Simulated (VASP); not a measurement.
# Se (R-3) in VASP: a series of runs

The runs below take Se through single point, with PBE.

All numbers are computed with VASP 6.6.1; they aren't measurements. Logs are shortened: lines on timing, memory, paths and dates and some standing lists are left out, and cuts for length are marked.

### Step 1. The cell of the first run

Symmetry: R-3, No. 148, trigonal system. Conventional cell: a = 11.362 Å, b = 11.362 Å, c = 4.429 Å, α = 90.00°, β = 90.00°, γ = 120.00°. Se (site symmetry 1) has 2 Se at 2.36 Å within 3.1 Å.

### Step 2. Single point, PBE

Input file INCAR:

```
ALGO     = Normal         # electronic algorithm
EDIFF    = 1E-6           # SCF threshold, eV
ENCUT    = 520            # plane-wave cutoff, eV
GGA      = PE             # functional
ISIF     = 2              # what is computed and relaxed
ISMEAR   = -1             # smearing method
LASPH    = True           # aspherical terms in the spheres
LCHARG   = False          # write CHGCAR
LREAL    = False          # projectors in reciprocal space
LWAVE    = False          # write WAVECAR
NBANDS   = 27             # bands
NELM     = 100            # most SCF steps
PREC     = Accurate       # precision mode
SIGMA    = 0.01           # smearing width, eV
```

Input file KPOINTS:

```
k-points
0
Gamma
  6 6 6
```

Input file POSCAR:

```
Se
1.0
    5.6809998619      3.2799267995      1.4763300000
   -5.6809998619      3.2799267995      1.4763300000
    0.0000000000     -6.5598535991      1.4763300000
Se
6
Direct
    0.2806600000      0.1625100000      0.9181800000
    0.9181800000      0.2806600000      0.1625100000
    0.1625100000      0.9181800000      0.2806600000
    0.7193400000      0.8374900000      0.0818200000
    0.0818200000      0.7193400000      0.8374900000
    0.8374900000      0.0818200000      0.7193400000
```

Potentials or basis: VASP PAW PBE potentials, release 64 (Se).

Launch:

```sh
> cat potpaw_PBE.64/Se/POTCAR > POTCAR
> mpirun -np 1 vasp_std > vasp.out
```

OUTCAR:

```text
EDIFF = 1E-6
   ENCUT = 520
   GGA = PE
   ISIF = 2
   ISMEAR = -1
   LASPH = True
   LREAL = False
   NELM = 100
   PREC = Accurate

 ion  position               nearest neighbor table
   1  0.281  0.163  0.918-   5 2.36   6 2.36
   2  0.918  0.281  0.163-   4 2.36   6 2.36
   3  0.163  0.918  0.281-   4 2.36   5 2.36
   4  0.719  0.837  0.082-   2 2.36   3 2.36
   5  0.082  0.719  0.837-   1 2.36   3 2.36
   6  0.837  0.082  0.719-   1 2.36   2 2.36

  LATTYP: Found a trigonal (rhomboedric) cell.
 ALAT       =     6.7239296182
 COS(alpha) =    -0.4276877573

  Lattice vectors:

 A1 = (   5.6809998619,   3.2799267995,   1.4763300000)
 A2 = (  -5.6809998619,   3.2799267995,   1.4763300000)
 A3 = (   0.0000000000,  -6.5598535991,   1.4763300000)

Analysis of symmetry for initial positions (statically):
=====================================================================
 Subroutine PRICEL returns:
 Original cell was already a primitive cell.

 Routine SETGRP: Setting up the symmetry group for a
 trigonal (rhombohedral) supercell.

 Subroutine GETGRP returns: Found  6 space group operations
 (whereof  6 operations were pure point group operations)
 out of a pool of 12 trial point group operations.

The static configuration has the point symmetry S_6 .

Analysis of symmetry for dynamics (positions and initial velocities):
=====================================================================
 Subroutine PRICEL returns:
 Original cell was already a primitive cell.

 Routine SETGRP: Setting up the symmetry group for a
 trigonal (rhombohedral) supercell.

 Subroutine GETGRP returns: Found  6 space group operations
 (whereof  6 operations were pure point group operations)
 out of a pool of 12 trial point group operations.

The dynamic configuration has the point symmetry S_6 .

 Subroutine INISYM returns: Found  6 space group operations
 (whereof  6 operations are pure point group operations),
 and found     1 'primitive' translations

----------------------------------------------------------------------------------------

                                     Primitive cell

  volume of cell :     165.0531

  direct lattice vectors                    reciprocal lattice vectors
     5.680999862  3.279926800  1.476330000     0.088012676  0.050814142  0.225785111
    -5.680999862  3.279926800  1.476330000    -0.088012676  0.050814142  0.225785111
     0.000000000 -6.559853599  1.476330000     0.000000000 -0.101628284  0.225785111

  length of vectors
     6.723929618  6.723929618  6.723929618     0.247602958  0.247602958  0.247602958

  position of ions in fractional coordinates (direct lattice)
     0.280660000  0.162510000  0.918180000
     0.918180000  0.280660000  0.162510000
     0.162510000  0.918180000  0.280660000
     0.719340000  0.837490000  0.081820000
     0.081820000  0.719340000  0.837490000
     0.837490000  0.081820000  0.719340000

  ion indices of the primitive-cell ions
   primitive index   ion index
                 1           1
                 2           2
                 3           3
                 4           4
                 5           5
                 6           6

----------------------------------------------------------------------------------------

 KPOINTS: k-points

Automatic generation of k-mesh.
 Grid dimensions read from file:
 generate k-points for:    6    6    6

 Generating k-lattice:

  Cartesian coordinates                     Fractional coordinates (reciprocal lattice)
     0.014668779  0.008469024  0.037630852     0.166666667 -0.000000000 -0.000000000
    -0.014668779  0.008469024  0.037630852    -0.000000000  0.166666667 -0.000000000
     0.000000000 -0.016938047  0.037630852     0.000000000  0.000000000  0.166666667

  Length of vectors
     0.041267160  0.041267160  0.041267160

  Shift w.r.t. Gamma in fractional coordinates (k-lattice)
     0.000000000  0.000000000  0.000000000

 Subroutine IBZKPT returns following result:
 ===========================================

 Found     40 irreducible k-points:

 Following reciprocal coordinates:
            Coordinates               Weight
  0.000000  0.000000  0.000000      1.000000
  0.166667 -0.000000 -0.000000      6.000000
  0.333333  0.000000  0.000000      6.000000
  0.500000 -0.000000 -0.000000      3.000000
  0.166667  0.166667 -0.000000      6.000000
  0.333333  0.166667 -0.000000      6.000000
[... 16 lines left out ...]
  0.333333  0.333333  0.166667      6.000000
  0.500000  0.333333  0.166667      6.000000
 [... further k-points ...]
   k-points           NKPTS =     40   k-points in BZ     NKDIM =     40   number of bands    NBANDS=     27
   number of dos      NEDOS =    301   number of ions     NIONS =      6
   total plane-waves  NPLWV = 125000
   dimension x,y,z NGX =    50 NGY =   50 NGZ =   50
   dimension x,y,z NGXF=   100 NGYF=  100 NGZF=  100
   ions per type =               6
   NGX,Y,Z   is equivalent  to a cutoff of  12.36, 12.36, 12.36 a.u.
   NGXF,Y,Z  is equivalent  to a cutoff of  24.72, 24.72, 24.72 a.u.
 SYSTEM =  unknown system
   PREC   = accura    normal or accurate (medium, high low for compatibility)
   ISTART =      0    job   : 0-new  1-cont  2-samecut
   ICHARG =      2    charge: 1-file 2-atom 10-const
   ISPIN  =      1    spin polarized calculation?
   LNONCOLLINEAR =      F non collinear calculations
   LSORBIT =      F    spin-orbit coupling
   LASPH  =      T    aspherical Exc in radial PAW
   ENCUT  =  520.0 eV  38.22 Ry    6.18 a.u.  12.50 12.50 12.50*2*pi/ulx,y,z
   NELM   =    100;   NELMIN=  2; NELMDL= -5     # of ELM steps
   EDIFF  = 0.1E-05   stopping-criterion for ELM
   LREAL  =      F    real-space projection
   EDIFFG = 0.1E-04   stopping-criterion for IOM
   NSW    =      0    number of steps for IOM
   IBRION =     -1    ionic relax: 0-MD 1-quasi-New 2-CG
   NFREE  =      0    steps in history (QN), initial steepest desc. (CG)
   ISIF   =      2    stress and relaxation
   ISYM   =      2    0-nonsym 1-usesym 2-fastsym
   POTIM  = 0.5000    time-step for ionic-motion
   TEBEG  =    0.0;   TEEND  =   0.0 temperature during run
   PSTRESS=    0.0 pullay stress
   NELECT =      36.0000    total number of electrons
   NUPDOWN=      -1.0000    fix difference up-down
   EMIN   =  10.00;   EMAX   =-10.00  energy-range for DOS
   EFERMI =   0.00;   METHOD = LEGACY
   ISMEAR =    -1;   SIGMA  =   0.01  broadening in eV -4-tet -1-fermi 0-gaus
   EFERMI_NEDOS =   21; number of points for ismear=-14 and -15
   IALGO  =     38    algorithm
   IMIX   =      4    mixing-type and parameters
     AMIX     =   0.40;   BMIX     =  1.00
     AMIX_MAG =   1.60;   BMIX_MAG =  1.00
  volume/ion in A,a.u.               =      27.51       185.64
  Fermi-wavevector in a.u.,A,eV,Ry     =   0.985450  1.862230 13.212768  0.971111
  Thomas-Fermi vector in A             =   2.116758
   LORBIT       =      0    0 simple, 1 ext, 2 COOP (PROOUT), +10 PAW based schemes
   GGA     = PE    functional components
   LHFCALC =     F    Hartree Fock is set to
   AEXX    =    0.0000 exact exchange contribution
   IVDW    =     0    specifies the selected vdW correction
   LEPSILON=     F    determine dielectric tensor
   LRPA    =     F    only Hartree local field effects (RPA)
 non-spin polarized calculation
  energy-cutoff  :      520.00
  volume of cell :      165.05
 maximum number of plane-waves:      4465
   NGX = 25   NGY = 25   NGZ = 25

 number of electron      36.0000000 magnetization

 Free energy of the ion-electron system (eV)
  ---------------------------------------------------
  ext. energy  EPLUGINS =         0.00000000
  ---------------------------------------------------
  free energy    TOTEN  =       -20.69710804 eV

  energy without entropy =      -20.69710804  energy(sigma->0) =      -20.69710804

 E-fermi :   2.6054     XC(G=0):  -8.7951

 val. band max:        2.3689373919   @ k =   0.5000   0.5000   0.5000
 cond. band min:       3.5624896254   @ k =  -0.1667   0.1667   0.1667
 fundamental gap:      1.1935522336
 Fermi energy:         2.6054399508

 k-point     1 :       0.0000    0.0000    0.0000
  band No.  band energies     occupation
      1     -13.4225      2.00000
      2     -11.6987      2.00000
      3     -11.6987      2.00000
      4      -9.4534      2.00000
      5      -9.4534      2.00000
      6      -7.7681      2.00000
[... 19 lines left out ...]
     26       8.9158      0.00000
     27       8.9158      0.00000

 k-point     2 :       0.1667   -0.0000   -0.0000
  band No.  band energies     occupation
      1     -13.3488      2.00000
      2     -11.7493      2.00000
      3     -11.7053      2.00000
      4      -9.4590      2.00000
      5      -9.3640      2.00000
      6      -7.7988      2.00000
[... 19 lines left out ...]
     26       8.8897      0.00000
     27       9.1864      0.00000

 k-point     3 :       0.3333    0.0000    0.0000
  band No.  band energies     occupation
      1     -13.1820      2.00000
      2     -11.8610      2.00000
      3     -11.7197      2.00000
      4      -9.4680      2.00000
      5      -9.1798      2.00000
      6      -7.8979      2.00000
[... 19 lines left out ...]
     26       9.0707      0.00000
     27       9.5790      0.00000

 k-point     4 :       0.5000   -0.0000   -0.0000
  band No.  band energies     occupation
      1     -13.0846      2.00000
      2     -11.9268      2.00000
      3     -11.7273      2.00000
      4      -9.4717      2.00000
      5      -9.0823      2.00000
      6      -7.9670      2.00000
[... 19 lines left out ...]
     26       9.5809      0.00000
     27      10.2794      0.00000
[... 516 lines left out ...]
      4      -9.4845      2.00000
      5      -9.3254      2.00000
      6      -7.6830      2.00000
[... 19 lines left out ...]
     26       8.8656      0.00000
     27       9.2967      0.00000

 k-point    23 :       0.3333    0.3333    0.1667
  band No.  band energies     occupation
      1     -13.0462      2.00000
      2     -12.1387      2.00000
      3     -11.9625      2.00000
      4      -9.3526      2.00000
      5      -9.1106      2.00000
      6      -7.6897      2.00000
[... 19 lines left out ...]
     26       8.4269      0.00000
     27       8.6668      0.00000

 k-point    24 :       0.5000    0.3333    0.1667
  band No.  band energies     occupation
      1     -13.0967      2.00000
      2     -12.1791      2.00000
      3     -11.9200      2.00000
      4      -9.4890      2.00000
      5      -9.1295      2.00000
      6      -7.4639      2.00000
[... 19 lines left out ...]
     26       8.4480      0.00000
     27       9.0124      0.00000

 [... further k-points ...]

------------------------ aborting loop because EDIFF is reached ----------------------------------------

  FORCE on cell =-STRESS in cart. coord.  units (eV):
  Direction    XX          YY          ZZ          XY          YZ          ZX
  --------------------------------------------------------------------------------------
  -------------------------------------------------------------------------------------
  Total        3.0668014      3.0668014      2.6008333      0.0000005     -0.0000000      0.0000000
  in kB       29.7695737     29.7695737     25.2464008      0.0000044     -0.0000000      0.0000000
  external PRESSURE =      28.2618494 kB  Pullay stress =       0.0000000 kB

 VOLUME and BASIS-vectors are now :
 -----------------------------------------------------------------------------
  energy-cutoff  :      520.00
  volume of cell :      165.05
      direct lattice vectors                 reciprocal lattice vectors
     5.680999862  3.279926800  1.476330000     0.088012676  0.050814142  0.225785111
    -5.680999862  3.279926800  1.476330000    -0.088012676  0.050814142  0.225785111
     0.000000000 -6.559853599  1.476330000     0.000000000 -0.101628284  0.225785111

 POSITION                                       TOTAL-FORCE (eV/Angst)
 -----------------------------------------------------------------------------------
      0.67121     -4.56956      2.00980         0.173542      0.359481      0.310584
      3.62175      2.86607      2.00980        -0.398090     -0.029449      0.310584
     -4.29296      1.70350      2.00980         0.224549     -0.330032      0.310584
     -0.67121      4.56956      2.41919        -0.173542     -0.359481     -0.310584
     -3.62175     -2.86607      2.41919         0.398090      0.029449     -0.310584
      4.29296     -1.70350      2.41919        -0.224549      0.330032     -0.310584
 -----------------------------------------------------------------------------------
    total drift:                                0.000000     -0.000000     -0.000000

  FREE ENERGIE OF THE ION-ELECTRON SYSTEM (eV)
  ---------------------------------------------------
  free  energy   TOTEN  =       -20.6971080411 eV

  energy  without entropy=      -20.6971080411  energy(sigma->0) =      -20.69710804
```

Run time: 3 min. Hardware: 1 thread of Intel Xeon Platinum 8488C (Sapphire Rapids), shared host; peak memory 0.39 GiB.

Results:

| Item | Value |
| --- | --- |
| Free energy | -20.6971 eV |
| Pressure | 2.8 GPa |
| Largest force | 0.506 eV/Å |
| Band gap on the k mesh | 1.19 eV (least direct gap 1.43 eV) |

Forces on the atoms (eV/Å):
```
Se   0.174  0.359  0.311
Se  -0.398 -0.029  0.311
Se   0.225 -0.330  0.311
Se  -0.174 -0.359 -0.311
Se   0.398  0.029 -0.311
Se  -0.225  0.330 -0.311
```

Caveat: this functional lacks dispersion, which holds the molecules together, so the pressure and a relaxed volume are unreliable. A k mesh can miss the band edges.

### Step 3. Single point, PBE (zz strain of -3 %)

Input file INCAR:

```
PREC = Accurate
ENCUT = 520
EDIFF = 1E-6
ISMEAR = -1
SIGMA = 0.01
LREAL = F
LASPH = T
NELM = 100
ALGO = Normal
ISIF = 2
LWAVE = F
LCHARG = F
GGA = PE
NBANDS = 27
```

Input file KPOINTS:

```
Automatic mesh
0
Gamma
  6 6 6
```

POSCAR, as its differences from that of step 2:

```diff
@@ -2,5 +2,5 @@
 1.0
-    5.6809998619      3.2799267995      1.4763300000
-   -5.6809998619      3.2799267995      1.4763300000
-    0.0000000000     -6.5598535991      1.4763300000
+    5.6809998619      3.2799267995      1.4320401000
+   -5.6809998619      3.2799267995      1.4320401000
+    0.0000000000     -6.5598535991      1.4320401000
 Se
```

Potentials or basis: VASP PAW PBE potentials, release 64 (Se).

Launch:

```sh
> cat potpaw_PBE.64/Se/POTCAR > POTCAR
> mpirun -np 1 vasp_std > vasp.out
```

Run time: 3 min. Hardware: 1 thread of Intel Xeon Platinum 8124M at 3.00GHz (Skylake/Cascade Lake), shared host; peak memory 0.39 GiB.

Results (log left out):

| Property | Result |
| --- | --- |
| Free energy | -20.6011 eV |
| Pressure | 4.0 GPa |
| Largest force | 0.724 eV/Å |
| Band gap on the k mesh | 1.06 eV (least direct gap 1.30 eV) |

Forces in eV/Å, atoms in the order of the input:
```
Se   0.214  0.467  0.510
Se  -0.511 -0.049  0.510
Se   0.298 -0.419  0.510
Se  -0.214 -0.467 -0.510
Se   0.511  0.049 -0.510
Se  -0.298  0.419 -0.510
```

Stress tensor (GPa, compression positive):
```
4.22 0.00 0.00
0.00 4.22 0.00
0.00 0.00 3.70
```

Levels at points of the mesh, in eV from the valence-band top:
```csv
k point,band 14,band 15,band 16,band 17,band 18,band 19,band 20,band 21,band 22,band 23
"(0.00, 0.00, 0.00)",-1.37,-0.96,-0.96,-0.80,-0.80,1.61,1.61,2.49,2.76,2.76
"(0.50, 0.00, 0.00)",-1.67,-1.52,-1.12,-0.52,-0.46,1.55,1.76,2.50,2.96,3.09
"(0.50, 0.50, 0.00)",-1.56,-1.52,-1.29,-1.01,-0.54,1.35,1.63,2.28,2.94,3.45
"(0.50, 0.50, 0.50)",-1.71,-1.71,-1.52,-1.52,0.00,1.30,1.30,1.76,3.50,4.27
```

Caveat: the cell differs from its parent crystal (zz strain of -3 %); the cell stands under pressure; this functional lacks dispersion, which holds the molecules together, so the pressure and a relaxed volume are unreliable.

### Step 4. Single point, PBE (zz strain of -1 %)

Input file INCAR:

```
PREC = Accurate
ENCUT = 520
EDIFF = 1E-6
ISMEAR = -1
SIGMA = 0.01
LREAL = False
LASPH = True
NELM = 80
ALGO = Normal
ISIF = 2
LWAVE = False
LCHARG = True
GGA = PE
LELF = True
LVHAR = True
NBANDS = 27
```

Input file KPOINTS:

```
regular mesh
0
Gamma
  6 6 6
```

POSCAR, as its differences from that of step 3:

```diff
@@ -2,5 +2,5 @@
 1.0
-    5.6809998619      3.2799267995      1.4320401000
-   -5.6809998619      3.2799267995      1.4320401000
-    0.0000000000     -6.5598535991      1.4320401000
+    5.6809998619      3.2799267995      1.4615667000
+   -5.6809998619      3.2799267995      1.4615667000
+    0.0000000000     -6.5598535991      1.4615667000
 Se
```

Launch:

```sh
> cat potpaw_PBE.64/Se/POTCAR > POTCAR
> mpirun -np 1 vasp_std > vasp.out
```

It took 3.2 min on 1 thread of Intel Xeon Platinum 8124M at 3.00GHz (Skylake/Cascade Lake), shared host; peak memory 0.39 GiB.

The run converged. Its results:

| Item | Value |
| --- | --- |
| Free energy | -20.6691 eV |
| Pressure | 3.2 GPa |
| Largest force | 0.577 eV/Å |
| Band gap on the k mesh | 1.15 eV (least direct gap 1.39 eV) |

Forces in eV/Å, atoms in the order of the input:
```
Se   0.187  0.395  0.378
Se  -0.435 -0.036  0.378
Se   0.249 -0.359  0.378
Se  -0.187 -0.395 -0.378
Se   0.435  0.036 -0.378
Se  -0.249  0.359 -0.378
```

Stress tensor (GPa, compression positive):
```
3.38 0.00 0.00
0.00 3.38 0.00
0.00 0.00 2.90
```

Levels at points of the mesh, in eV from the valence-band top:
| k point | band 15 | band 16 | band 17 | band 18 | band 19 | band 20 | band 21 | band 22 |
| --- | --- | --- | --- | --- | --- | --- | --- | --- |
| (0.00, 0.00, 0.00) | -0.85 | -0.85 | -0.73 | -0.73 | 1.70 | 1.70 | 2.55 | 2.78 |
| (0.50, 0.00, 0.00) | -1.38 | -0.99 | -0.42 | -0.39 | 1.65 | 1.83 | 2.57 | 3.00 |
| (0.50, 0.50, 0.00) | -1.45 | -1.22 | -0.95 | -0.44 | 1.42 | 1.69 | 2.28 | 2.97 |
| (0.50, 0.50, 0.50) | -1.60 | -1.38 | -1.38 | 0.00 | 1.39 | 1.39 | 1.84 | 3.53 |

Caveat: the cell differs from its parent crystal (zz strain of -1 %); the cell stands under pressure; this functional lacks dispersion, which holds the molecules together, so the pressure and a relaxed volume are unreliable.

### Step 5. Summary

```tsv
cell	gap on the mesh (eV)	pressure (GPa)	largest force (eV/Å)
a = 6.724 Å, angles 115.3°, 6 atoms	1.19	2.8	0.51
a = 6.714 Å, angles 115.6°, 6 atoms	1.06	4.0	0.72
a = 6.721 Å, angles 115.4°, 6 atoms	1.15	3.2	0.58
```

Alike in all rows: task single point; level PBE; potentials or basis VASP PAW PBE potentials, release 64 (Se); no spin polarisation; k mesh 6 × 6 × 6; cutoff (eV) 520; smearing fermi-dirac 0.01 eV.

Caveats: this functional lacks dispersion, which holds the molecules together, so the pressure and a relaxed volume are unreliable; the cell stands under pressure (at least some runs).

Absolute energies hang on the potentials; compare differences alone.
